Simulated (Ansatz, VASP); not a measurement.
**In5TeMo2 in VASP and in Ansatz**

```
CELL_PARAMETERS angstrom
4.98772 0.00000 0.00000
-2.49386 4.31949 0.00000
0.00000 0.00000 9.00459
ATOMIC_POSITIONS crystal
In 0.00000 0.00000 0.50000
In 0.33333 0.66667 0.32000
In 0.33333 0.66667 0.68000
In 0.66667 0.33333 0.68000
In 0.66667 0.33333 0.32000
Te 0.00000 0.00000 0.00000
Mo 0.33333 0.66667 0.00000
Mo 0.66667 0.33333 0.00000
```

Alike in both runs: functional PBE; k mesh 3 × 3 × 3; occupations gaussian, width 0.2 eV; no spin polarisation.

Ansatz relaxed the structure, and its values are those at the end. VASP's run is a single point on that final structure, the one shown.

|  | VASP | Ansatz |
| --- | --- | --- |
| version | VASP 6.6.1 | Ansatz 0.2.0 |
| potentials or method | VASP PAW PBE potentials, release 64 (In_d, Te, Mo_sv), cutoff 520 eV | scalar-relativistic, plane waves, PAW |
| valence electrons in the cell | 99 | 109 |

VASP gave:

| Property | Result |
| --- | --- |
| gap on the k mesh at the Fermi level (eV) | none |
| pressure (GPa) | 0.0 |
| rms of the force components (eV/Å) | 0.016 |

Q: Which values does Ansatz return?

A: gap on the k mesh at the Fermi level (eV): none; pressure (GPa): 0.0; rms of the force components (eV/Å): 0.017.

A gap of «none» marks a metal or a gap that the smearing closes. VASP's potentials hold 99 valence electrons a cell and Ansatz's 109, so a difference there can come from the potentials and not from the codes.

The k mesh is coarse, so the values compare programs but aren't converged. Spin-orbit coupling is off throughout.
